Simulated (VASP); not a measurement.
The system is BaTiO3.

```
Ba Ti O
1.0
     3.98333    0.00000    0.00000
     0.00000    2.86260    2.87534
     0.00000   -2.86260    2.87534
Ba Ti O
1 1 3
Direct
  0.00000 0.00341 0.00341
  0.50000 0.51850 0.51850
  0.50000 0.97843 0.49135
  0.50000 0.49135 0.97843
  0.00000 0.48820 0.48820
```

```yaml
Program: VASP 6.6.1
Task: relaxation of cell and atoms
Functional: PBE
Potentials_or_basis: VASP PAW PBE potentials, release 64 (Ba_sv, Ti_sv, O)
Cutoff: 600 eV
k_mesh: 6 × 6 × 6
Occupations: fermi-dirac, width 0.02 eV
Spin: no spin polarisation
```

At the start: pressure 2.9 GPa; volume 13.11 Å³/atom.

Problem. How do energy, volume and symmetry change on relaxing?

Solution. Over 14 steps the energy falls by 3.9 meV/atom and the volume is 13.53 Å³/atom (+3.1 %); space group Amm2 (No. 38, to 0.1 Å) before and after.

Step by step:
```
step  energy change (eV)  largest force (eV/Å)  pressure (GPa)  volume (Å³)
   1              0.0000                0.0643            2.88        65.57
   2             -0.0031                0.3525           -2.37        67.84
   3             -0.0108                0.2218           -0.05        66.79
   4             -0.0143                0.1294           -0.01        66.99
   5             -0.0161                0.0741            0.10        67.27
   6             -0.0183                0.0657           -0.13        67.53
   7             -0.0189                0.0597           -0.30        67.74
   8             -0.0192                0.0477            0.40        67.47
   9             -0.0193                0.0492            0.19        67.55
  10             -0.0196                0.0238            0.04        67.58
  11             -0.0196                0.0265            0.03        67.58
  12             -0.0197                0.0062            0.01        67.62
  13             -0.0197                0.0052            0.01        67.63
  14             -0.0197                0.0033            0.00        67.64
```

Final structure:
```cif
data_structure
_symmetry_space_group_name_H-M 'P 1'
_symmetry_Int_Tables_number 1
_cell_length_a 3.9833
_cell_length_b 4.1208
_cell_length_c 4.1208
_cell_angle_alpha 89.501
_cell_angle_beta 90.000
_cell_angle_gamma 90.000
_cell_volume 67.64
loop_
_atom_site_label
_atom_site_type_symbol
_atom_site_fract_x
_atom_site_fract_y
_atom_site_fract_z
_atom_site_occupancy
Ba1 Ba 0.00000 0.00754 0.00754 1
Ti1 Ti 0.50000 0.52475 0.52475 1
O1 O 0.50000 0.97266 0.49036 1
O2 O 0.50000 0.49036 0.97266 1
O3 O 0.00000 0.48459 0.48459 1
```
